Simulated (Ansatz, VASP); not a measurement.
Be4Se3: VASP beside Ansatz

```
Be Se
1.0
     4.94372    0.00000    0.00000
     0.00000    4.94372    0.00000
     0.00000    0.00000    4.94372
Be Se
4 3
Direct
  0.73252 0.26748 0.26748
  0.26748 0.73252 0.26748
  0.26748 0.26748 0.73252
  0.73252 0.73252 0.73252
  0.00000 0.00000 0.50000
  0.50000 0.00000 0.00000
  0.00000 0.50000 0.00000
```

Change from the starting cell: species swapped into the Si3As4 type (P-43m, No. 215).

Alike in both runs: functional PBE; k mesh 3 × 3 × 3; occupations gaussian, width 0.2 eV; no spin polarisation.

Ansatz relaxed the structure, and its values are those at the end. VASP's run is a single point on that final structure, the one shown.

```csv
,VASP,Ansatz
version,VASP 6.6.1,Ansatz 0.2.0
potentials or method,"VASP PAW PBE potentials, release 64 (Be, Se), cutoff 520 eV","scalar-relativistic, plane waves, PAW"
valence electrons in the cell,26,56
```

VASP gave:

- gap on the k mesh at the Fermi level (eV): 1.94
- least direct gap on the mesh (eV): 2.27
- pressure (GPa): 0.6
- rms of the force components (eV/Å): 0.014

Problem. Which values does Ansatz return?

Solution. gap on the k mesh at the Fermi level (eV): 1.95; least direct gap on the mesh (eV): 2.27; pressure (GPa): 0.4; rms of the force components (eV/Å): 0.006.

The functional is the same, so the differences come from potentials, cutoffs and numerics. VASP's potentials hold 26 valence electrons a cell and Ansatz's 56, so a difference there can come from the potentials and not from the codes.

The k mesh is coarse, so the values compare programs but aren't converged.
